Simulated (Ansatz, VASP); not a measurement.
## SnSe: VASP beside Ansatz

```
Sn Se
1.0
    11.49563    0.00000    0.00000
     0.00000    4.21775    0.00000
     0.00000    0.00000    4.48954
Sn Se
4 4
Direct
  0.87700 0.75000 0.90900
  0.62300 0.25000 0.40900
  0.37700 0.75000 0.59100
  0.12300 0.25000 0.09100
  0.64300 0.75000 0.98400
  0.85700 0.25000 0.48400
  0.14300 0.75000 0.51600
  0.35700 0.25000 0.01600
```

Alike in both runs: task single point; functional revPBE; dispersion D3(BJ); k mesh 3 × 6 × 6; occupations fermi-dirac, width 0.05 eV; no spin polarisation.

|  | VASP | Ansatz |
| --- | --- | --- |
| version | VASP 6.6.1 | Ansatz 0.2.0 |
| potentials or method | VASP PAW PBE potentials, release 64 (Sn_d, Se) | Ansatz PAW |
| plane-wave cutoff (eV) | 520 | 420 |
| valence electrons in the cell | 80 | 120 |

```tsv
	VASP	Ansatz	Ansatz less VASP
gap on the k mesh at the Fermi level (eV)	0.58	0.59	+0.005
least direct gap on the mesh (eV)	0.74	0.75	+0.010
pressure (GPa)	-1.4	-1.4	-0.03
traceless stress, the component that is largest in VASP (GPa)	1.73	1.70	-0.023
rms of the force components (eV/Å)	0.127	0.122	-0.0054
```

VASP's potentials were made for PBE, not for revPBE. Atom by atom the forces differ by 0.009 eV/Å (rms over components). VASP's potentials hold 80 valence electrons a cell and Ansatz's 120, so a difference there can come from the potentials and not from the codes.

Noted on Ansatz's run: odd divisions of the mesh miss points on the zone boundary, where band edges often lie, so the gap on the mesh can be too wide.
